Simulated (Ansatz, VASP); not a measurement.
Na in VASP and in Ansatz

The input INCAR:

```
ALGO = Fast ; EDIFF = 1E-7
ENCUT = 520 ; GGA = PS
ISIF = 2 ; ISMEAR = 0
LASPH = True ; LCHARG = False
LREAL = False ; LWAVE = False
NBANDS = 10 ; NELM = 60
PREC = Accurate ; SIGMA = 0.15
```

KPOINTS

```
k-points
0
Gamma
  18 18 18
```

The input POSCAR:

```
Na
1.0
   -2.1771790328      2.1771790328      2.0030047102
    2.1771790328     -2.1771790328      2.0030047102
    2.1771790328      2.1771790328     -2.0030047102
Na
1
Direct
    0.0000000000      0.0000000000      0.0000000000
```

Input for Ansatz:

```yaml
crystal:
  lattice:
    - [-2.1771790328, 2.1771790328, 2.0030047102]
    - [2.1771790328, -2.1771790328, 2.0030047102]
    - [2.1771790328, 2.1771790328, -2.0030047102]
  atoms:
    - { symbol: Na, position: [0.0, 0.0, 0.0] }
basis:
  ecutwfc: 420
kpoints:
  mp_grid: { grid: [18, 18, 18] }
hamiltonian:
  xc: pbesol
scf:
  occupations: { method: gaussian, width: 0.15 }
output:
  forces: true
  stress: true
  eigenvalues: true
```

Alike in both runs: task single point; functional PBEsol; k mesh 18 × 18 × 18; occupations gaussian, width 0.15 eV; no spin polarisation.

```csv
,VASP,Ansatz
version,VASP 6.6.1,Ansatz 0.2.0
potentials or method,"VASP PAW PBE potentials, release 64 (Na_pv), cutoff 520 eV","scalar-relativistic, plane waves, PAW"
valence electrons in the cell,7,9
```

Ansatz gave:

| Quantity | Value |
| --- | --- |
| gap on the k mesh at the Fermi level (eV) | none |
| pressure (GPa) | -0.3 |
| traceless stress, the component that is largest in VASP (GPa) | 0.13 |

Problem. Estimate VASP's values.

Solution. gap on the k mesh at the Fermi level (eV): none; pressure (GPa): -0.3; traceless stress, the component that is largest in VASP (GPa): 0.14.

VASP's potentials were made for PBE, not for PBEsol. A gap of «none» marks a metal or a gap that the smearing closes. VASP's potentials hold 7 valence electrons a cell and Ansatz's 9, so a difference there can come from the potentials and not from the codes.
